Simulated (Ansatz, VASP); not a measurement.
## WSe2 in VASP and in Ansatz

File POSCAR:

```
WSe2
1.0
    3.2997376807      0.0000000000      0.0000000000
   -1.6498688403      2.8576566573      0.0000000000
    0.0000000000      0.0000000000     13.1496972339
W Se
2 4
Direct
    0.6666666667      0.3333333333      0.2500117670
    0.3333333333      0.6666666667      0.7499882330
    0.3333333333      0.6666666667      0.3766660282
    0.6666666667      0.3333333333      0.8766426526
    0.3333333333      0.6666666667      0.1233573474
    0.6666666667      0.3333333333      0.6233339718
```

INCAR.step1

```
SYSTEM = WSe2
PREC = Accurate
ENCUT = 520
ISMEAR = 0
SIGMA = 0.01
LREAL = .False.
LASPH = .True.
NELM = 60
NBANDS = 35
GGA = PE
ALGO = Normal
EDIFF = 1E-4
LWAVE = .True.
LCHARG = .False.
```

INCAR.step2

```
SYSTEM = WSe2
PREC = Accurate
ENCUT = 520
EDIFF = 1E-7
ISMEAR = 0
SIGMA = 0.01
LREAL = .False.
LASPH = .True.
NELM = 60
ALGO = Normal
ISIF = 2
LWAVE = .False.
LCHARG = .False.
METAGGA = R2SCAN
LMIXTAU = .True.
NBANDS = 35
ISTART = 1
```

File KPOINTS:

```
regular mesh
0
Gamma
  12 12 2
  0 0 0
```

Input for Ansatz:

```yaml
crystal:
  lattice:
    - [3.2997376807, 0.0, 0.0]
    - [-1.6498688403, 2.8576566573, 0.0]
    - [0.0, 0.0, 13.1496972339]
  atoms:
    - { symbol: W, position: [0.6666666667, 0.3333333333, 0.250011767] }
    - { symbol: W, position: [0.3333333333, 0.6666666667, 0.749988233] }
    - { symbol: Se, position: [0.3333333333, 0.6666666667, 0.3766660282] }
    - { symbol: Se, position: [0.6666666667, 0.3333333333, 0.8766426526] }
    - { symbol: Se, position: [0.3333333333, 0.6666666667, 0.1233573474] }
    - { symbol: Se, position: [0.6666666667, 0.3333333333, 0.6233339718] }
kpoints:
  mp_grid: { grid: [12, 12, 2] }
  band_path:
    path:
      - [0.0, 0.0, 0.0]
      - [0.5, 0.0, 0.0]
      - [0.3333333333, 0.3333333333, 0.0]
      - [0.0, 0.0, 0.5]
      - [0.5, 0.0, 0.5]
      - [0.3333333333, 0.3333333333, 0.5]
      - [0.179687, 0.179688, 0.0]
    npoints: 1
hamiltonian:
  xc: r2scan
scf:
  occupations: { method: fixed }
  n_extra_bands: 5
output:
  forces: true
  stress: true
  eigenvalues: true
  write_density: true
  write_potential: true
  elf: true
  volumetric_format: npy
```

Alike in both runs: task single point; functional r2SCAN; k mesh 12 × 12 × 2; no spin polarisation.

```csv
,VASP,Ansatz
version,VASP 6.6.1,Ansatz 0.2.0
potentials or method,"VASP PAW PBE potentials, release 64 (W_sv, Se)","plane waves, PAW"
plane-wave cutoff (eV),520,500
occupations,"gaussian, width 0.01 eV",fixed
valence electrons in the cell,52,92
```

```csv
,VASP,Ansatz,Ansatz less VASP
gap on the k mesh at the Fermi level (eV),1.16,1.17,+0.005
pressure (GPa),1.6,1.3,-0.33
"traceless stress, the component that is largest in VASP (GPa)",-0.07,-0.11,-0.040
rms of the force components (eV/Å),0.003,0.018,+0.0148
```

VASP's potentials were made for PBE, not for r2SCAN. Atom by atom the forces differ by 0.021 eV/Å (rms over components). VASP's potentials hold 52 valence electrons a cell and Ansatz's 92, so a difference there can come from the potentials and not from the codes.

Neither program's run includes spin-orbit coupling.
